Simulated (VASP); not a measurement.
Co3F: single point with PBE

Co3F:

```
Co F
1.0
     3.60980    0.00000    0.00000
     0.00000    3.60980    0.00000
     0.00000    0.00000    3.60980
Co F
3 1
Direct
  0.00000 0.50000 0.50000
  0.50000 0.00000 0.50000
  0.50000 0.50000 0.00000
  0.00000 0.00000 0.00000
```

```json
{"Program": "VASP 6.6.1", "Task": "single point", "Functional": "PBE", "Potentials or basis": "VASP PAW PBE potentials, release 64 (Co, F)", "Cutoff": "520 eV", "k mesh": "14 × 14 × 14", "Occupations": "gaussian, width 0.1 eV", "Spin": "collinear spin, ferromagnetic start", "Starting moments": "[2.26, 2.26, 2.26, 0.0] μB"}
```

| Quantity | Value |
| --- | --- |
| Pressure | -0.5 GPa |
| Net moment | 6.30 μB per cell |
| Site moments | Co +2.05; F +0.14 μB |
| Valence electrons inside the program's atomic spheres | Co 7.96; F 6.00 |

Levels at points of the mesh, in eV from the Fermi level:
Spin up:
```tsv
k point	band 17	band 18	band 19	band 20	band 21	band 22	band 23	band 24
(0.00, 0.00, 0.00)	-1.09	-1.01	-1.01	-1.01	4.67	4.67	4.67	7.74
(0.50, 0.00, 0.00)	-2.25	-2.22	-1.70	-1.01	-0.98	6.34	6.34	8.29
(0.50, 0.50, 0.00)	-1.95	-1.95	-1.93	-1.67	2.04	2.44	2.44	9.85
(0.50, 0.50, 0.50)	-1.14	-1.14	-1.14	-0.74	4.10	4.10	4.10	4.31
```
Spin down:
| k point | band 12 | band 13 | band 14 | band 15 | band 16 | band 17 |
| --- | --- | --- | --- | --- | --- | --- |
| (0.00, 0.00, 0.00) | 0.17 | 0.17 | 0.17 | 0.53 | 0.74 | 0.74 |
| (0.50, 0.00, 0.00) | -1.23 | -1.23 | -0.25 | -0.14 | -0.09 | 0.47 |
| (0.50, 0.50, 0.00) | -0.91 | -0.73 | -0.57 | -0.26 | 0.08 | 0.21 |
| (0.50, 0.50, 0.50) | -0.64 | 0.05 | 0.05 | 0.05 | 0.56 | 0.56 |

Wall time 3.5 min on 1 thread of Intel(R) Xeon(R) Platinum 8488C (Sapphire Rapids), with other jobs on the host, peak memory 0.33 GiB.

With open d or f shells a metallic result of PBE can be an artefact of self-interaction; +U or a hybrid may open a gap.
